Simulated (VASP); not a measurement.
CuI:

```
Cu I
1.0
     4.37554    0.00000    0.00000
    -2.18777    3.78933    0.00000
     0.00000    0.00000    7.25379
Cu I
2 2
Direct
  0.33333 0.66667 0.25000
  0.66667 0.33333 0.75000
  0.66667 0.33333 0.25000
  0.33333 0.66667 0.75000
```

Base run:

| Item | Value |
| --- | --- |
| Program | VASP 6.6.1 |
| Functional | r2SCAN |
| Potentials or basis | VASP PAW PBE potentials, release 64 (Cu, I) |
| Cutoff | 520 eV |
| k mesh | 6 × 6 × 4 |
| Occupations | gaussian, width 0.01 eV |
| Spin | no spin polarisation |

Its results: band gap on the k mesh 1.66 eV, direct; pressure -0.1 GPa.

**Question.** The run is repeated on the same cell with these changes: functional from r2SCAN to LDA; potentials or basis from VASP PAW PBE potentials, release 64 (Cu, I) to VASP PAW LDA potentials, release 64 (Cu, I). What comes out?

**Answer.** Band gap on the k mesh 1.09 eV, direct; pressure -3.1 GPa.

Caveats: spin-orbit coupling is left out, which moves the levels of the heavy elements; the PAW data sets were made with another functional, which shifts forces and pressure a little (some runs).

A k mesh can miss the band edges.
